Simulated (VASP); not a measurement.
Set up this calculation in VASP 6.6.1, as the native input.

```
Task                   : single point
Functional             : LDA
Potentials or basis    : VASP PAW LDA potentials, release 64 (C)
Cutoff                 : 520 eV
k mesh                 : 22 × 22 × 22
Occupations            : fermi-dirac, width 0.1 eV
Spin                   : no spin polarisation
Dipole correction      : no
Further INCAR settings : ALGO = Normal; EDIFF = 1e-06; NBANDS = 8
```

The structure of C lies in POSCAR:

```
C
1.0
   -1.0232376365      1.0232376365      1.0232376365
    1.0232376365     -1.0232376365      1.0232376365
    1.0232376365      1.0232376365     -1.0232376365
C
1
Direct
    0.0000000000      0.0000000000      0.0000000000
```

This cell differs from its parent crystal: volume scaled by 0.68.

These files were run (other wordings do the same):

INCAR

```
SYSTEM = C
  PREC = Accurate
  ENCUT = 520
  EDIFF = 1E-6
  ISMEAR = -1
  SIGMA = 0.1
  LREAL = .FALSE.
  LASPH = .TRUE.
  NELM = 60
  ALGO = Normal
  ISIF = 2
  LWAVE = .FALSE.
  LCHARG = .FALSE.
  GGA = CA
  NBANDS = 8
```

KPOINTS

```
regular mesh
0
G
  22 22 22
  0 0 0
```

Potentials or basis: VASP PAW LDA potentials, release 64 (C).

The run is started by

```console
$ cat potpaw_LDA.64/C/POTCAR > POTCAR
$ mpirun -np 1 vasp_std > vasp.out
```

Results of the run:

| Item | Value |
| --- | --- |
| Pressure | 185.6 GPa |
| Band gap on the k mesh | zero (band 2 reaches 29.77 eV, above the bottom of band 3 at 11.54 eV) |

Run time: 3.7 s on 1 thread of Intel Xeon 6975P-C (shared host), peak memory 0.11 GiB.
